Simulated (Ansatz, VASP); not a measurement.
**HgTe in VASP and in Ansatz**

POSCAR

```
HgTe
1.0
    0.0000000000      3.2424139028      3.2424139028
    3.2424139028      0.0000000000      3.2424139028
    3.2424139028      3.2424139028      0.0000000000
Hg Te
1 1
Direct
    0.0000000000      0.0000000000      0.0000000000
    0.2500000000      0.2500000000      0.2500000000
```

INCAR.step1

```
ALGO     = Normal         # electronic algorithm
EDIFF    = 1E-4           # SCF threshold, eV
ENCUT    = 520            # plane-wave cutoff, eV
GGA      = PE             # functional
ISMEAR   = 0              # smearing method
LASPH    = True           # aspherical terms in the spheres
LCHARG   = False          # write CHGCAR
LREAL    = False          # projectors in reciprocal space
LWAVE    = True           # write WAVECAR
NBANDS   = 16             # bands
NELM     = 80             # most SCF steps
PREC     = Accurate       # precision mode
SIGMA    = 0.05           # smearing width, eV
```

Contents of INCAR.step2:

```
ALGO     = Normal         # electronic algorithm
BPARAM   = 11.95        
CPARAM   = 0.0093       
EDIFF    = 1E-6           # SCF threshold, eV
ENCUT    = 520            # plane-wave cutoff, eV
ISIF     = 2              # what is computed and relaxed
ISMEAR   = 0              # smearing method
ISTART   = 1            
IVDW_NL  = 2            
LASPH    = True           # aspherical terms in the spheres
LCHARG   = False          # write CHGCAR
LMIXTAU  = True         
LREAL    = False          # projectors in reciprocal space
LUSE_VDW = True         
LWAVE    = False          # write WAVECAR
METAGGA  = R2SCAN         # meta-GGA
NBANDS   = 16             # bands
NELM     = 80             # most SCF steps
PREC     = Accurate       # precision mode
SIGMA    = 0.05           # smearing width, eV
```

Contents of KPOINTS:

```
k-points
0
Gamma
  6 6 6
```

Input for Ansatz:

```yaml
crystal:
  lattice:
    - [0.0, 3.2424139028, 3.2424139028]
    - [3.2424139028, 0.0, 3.2424139028]
    - [3.2424139028, 3.2424139028, 0.0]
  atoms:
    - { symbol: Hg, position: [0.0, 0.0, 0.0] }
    - { symbol: Te, position: [0.25, 0.25, 0.25] }
basis:
  ecutwfc: 500
  ecutrho_ratio: 4
kpoints:
  mp_grid: { grid: [6, 6, 6] }
hamiltonian:
  xc: r2scan
  dispersion: rvv10
scf:
  occupations: { method: gaussian, width: 0.05 }
output:
  forces: true
  stress: true
  eigenvalues: true
```

Alike in both runs: task single point; functional r2SCAN; dispersion rVV10; k mesh 6 × 6 × 6; occupations gaussian, width 0.05 eV; no spin polarisation.

|  | VASP | Ansatz |
| --- | --- | --- |
| version | VASP 6.6.1 | Ansatz 0.2.0 |
| potentials or method | VASP PAW PBE potentials, release 64 (Hg, Te), cutoff 520 eV | scalar-relativistic, plane waves, PAW |
| valence electrons in the cell | 18 | 36 |

|  | VASP | Ansatz | Ansatz less VASP |
| --- | --- | --- | --- |
| gap on the k mesh at the Fermi level (eV) | none | none | - |
| pressure (GPa) | 1.2 | 0.9 | -0.29 |

VASP's potentials were made for PBE, not for r2SCAN. A gap of «none» marks a metal or a gap that the smearing closes. VASP's potentials hold 18 valence electrons a cell and Ansatz's 36, so a difference there can come from the potentials and not from the codes.

Spin-orbit coupling is off throughout.
